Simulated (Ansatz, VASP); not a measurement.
One calculation of ZnCu, two programs

```
CELL_PARAMETERS angstrom
2.94500 0.00000 0.00000
0.00000 2.94500 0.00000
0.00000 0.00000 2.94500
ATOMIC_POSITIONS crystal
Zn 0.50000 0.50000 0.50000
Cu 0.00000 0.00000 0.00000
```

Alike in both runs: task electric field gradients; functional PBEsol; k mesh 14 × 14 × 14; occupations fermi-dirac, width 0.05 eV; no spin polarisation.

|  | VASP | Ansatz |
| --- | --- | --- |
| version | VASP 6.6.1 | Ansatz 0.2.0 |
| potentials or method | VASP PAW PBE potentials, release 64 (Zn, Cu) | PAW with Ansatz's default frozen-core files, scalar-relativistic |
| plane-wave cutoff (eV) | 520 | 420 |
| valence electrons in the cell | 23 | 31 |

Ansatz gave:

```
pressure (GPa) : -4.7
```

Question: Which values does VASP return?

Answer: Pressure (GPa): -4.1.

VASP's potentials were made for PBE, not for PBEsol. VASP's potentials hold 23 valence electrons a cell and Ansatz's 31, so a difference there can come from the potentials and not from the codes.
